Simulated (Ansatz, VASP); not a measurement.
**One calculation of Au, two programs**

File INCAR:

```
PREC = Accurate
ENCUT = 600
EDIFF = 1E-7
ISMEAR = 0
SIGMA = 0.1
LREAL = False
LASPH = True
NELM = 80
ALGO = Normal
ISIF = 3
LWAVE = False
LCHARG = False
GGA = PE
IBRION = 2
NSW = 90
EDIFFG = -0.04
```

The input KPOINTS:

```
Automatic mesh
0
Gamma
  6 6 6
```

POSCAR

```
Au
1.0
    0.0000000000      2.9757128400      2.9757128400
    2.9757128400      0.0000000000      2.9757128400
    2.9757128400      2.9757128400      0.0000000000
Au
3
Direct
    0.0000000000      0.0000000000      0.0000000000
    0.7500000000      0.7500000000      0.7500000000
    0.2500000000      0.2500000000      0.2500000000
```

Input for Ansatz:

```yaml
crystal:
  lattice:
    - [0.0, 2.97571284, 2.97571284]
    - [2.97571284, 0.0, 2.97571284]
    - [2.97571284, 2.97571284, 0.0]
  atoms:
    - { symbol: Au, position: [0.0, 0.0, 0.0] }
    - { symbol: Au, position: [0.75, 0.75, 0.75] }
    - { symbol: Au, position: [0.25, 0.25, 0.25] }
basis:
  ecutwfc: 420
kpoints:
  mp_grid: { grid: [6, 6, 6] }
hamiltonian:
  xc: pbe
scf:
  occupations: { method: gaussian, width: 0.1 }
  lower_state_search: "off"
output:
  forces: true
  stress: true
  eigenvalues: true
relax:
  adjacent_minimum: "off"
  f_tol: 0.04
  max_steps: 70
  cell: { stress_tol: 0.4 }
```

Alike in both runs: task relaxation of cell and atoms; functional PBE; k mesh 6 × 6 × 6; occupations gaussian, width 0.1 eV; no spin polarisation.

|  | VASP | Ansatz |
| --- | --- | --- |
| version | VASP 6.6.1 | Ansatz 0.2.0 |
| potentials or method | VASP PAW PBE potentials, release 64 (Au), cutoff 600 eV | scalar-relativistic, plane waves, PAW |
| valence electrons in the cell | 33 | 57 |

```csv
,VASP,Ansatz,Ansatz less VASP
"gap on the k mesh at the Fermi level, each at its own relaxed structure (eV)",none,none,-
relaxed volume (Å³/atom),21.49,21.53,+0.048
relaxed cell length with the largest relative difference (Å),4.500,4.504,+0.0033
```

A gap of «none» marks a metal or a gap that the smearing closes. VASP's potentials hold 33 valence electrons a cell and Ansatz's 57, so a difference there can come from the potentials and not from the codes.

Spin-orbit coupling is off throughout. Noted on VASP's run: the volume moved by over 15 % at a fixed basis, so the end points are rough.
